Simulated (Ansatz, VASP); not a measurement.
# KBr: VASP beside Ansatz

The input POSCAR:

```
KBr
1.0
    0.0000000000      3.3000000000      3.3000000000
    3.3000000000      0.0000000000      3.3000000000
    3.3000000000      3.3000000000      0.0000000000
Br K
1 1
Direct
    0.5000000000      0.5000000000      0.5000000000
    0.0000000000      0.0000000000      0.0000000000
```

Contents of INCAR.step1:

```
SYSTEM = KBr
PREC = Accurate
ENCUT = 520
EDIFF = 1E-5
ISMEAR = -1
SIGMA = 0.05
LREAL = .FALSE.
LASPH = .TRUE.
NELM = 80
ALGO = Normal
ISIF = 2
LWAVE = .TRUE.
NBANDS = 15
GGA = PE
```

File INCAR.step2:

```
SYSTEM = KBr
PREC = Accurate
ENCUT = 520
EDIFF = 1E-6
ISMEAR = -1
SIGMA = 0.05
LREAL = .FALSE.
LASPH = .TRUE.
NELM = 80
ALGO = Normal
ISIF = 2
LWAVE = .FALSE.
LCHARG = .TRUE.
GGA = PE
LHFCALC = .TRUE.
AEXX = 0.25
HFSCREEN = 0.2
PRECFOCK = Normal
LELF = .TRUE.
LVHAR = .TRUE.
NBANDS = 15
ISTART = 1
```

Contents of KPOINTS:

```
Automatic mesh
0
G
  4 4 4
  0 0 0
```

File input.yaml:

```yaml
crystal:
  lattice:
    - [0.0, 3.3, 3.3]
    - [3.3, 0.0, 3.3]
    - [3.3, 3.3, 0.0]
  atoms:
    - { symbol: Br, position: [0.5, 0.5, 0.5] }
    - { symbol: K, position: [0.0, 0.0, 0.0] }
kpoints:
  mp_grid: { grid: [4, 4, 4] }
scf:
  occupations: { method: fermi_dirac, width: 0.05 }
hamiltonian:
  xc: { preset: hse06, exx: { coeff: 0.25, omega: 0.2 } }
  pseudopotentials: { kind: all_electron, datasets: crystal }
output:
  forces: true
  stress: true
```

Alike in both runs: task single point; functional PBE-based screened hybrid with a share of 0.25 of exact exchange and HFSCREEN = 0.2; k mesh 4 × 4 × 4; occupations fermi-dirac, width 0.05 eV; no spin polarisation.

|  | VASP | Ansatz |
| --- | --- | --- |
| version | VASP 6.6.1 | Ansatz 0.2.0 |
| potentials or method | VASP PAW PBE potentials, release 64 (Br, K_sv), cutoff 520 eV | all-electron PAW datasets made for the crystal |

|  | VASP | Ansatz | Ansatz less VASP |
| --- | --- | --- | --- |
| gap on the k mesh at the Fermi level (eV) | 5.62 | 5.63 | +0.005 |
| least direct gap on the mesh (eV) | 5.62 | 5.63 | +0.005 |
| pressure (GPa) | 0.5 | 0.5 | -0.03 |

VASP's potentials were made for PBE, not for PBE-based screened hybrid. Ansatz ran all-electron here, and VASP with PAW potentials.
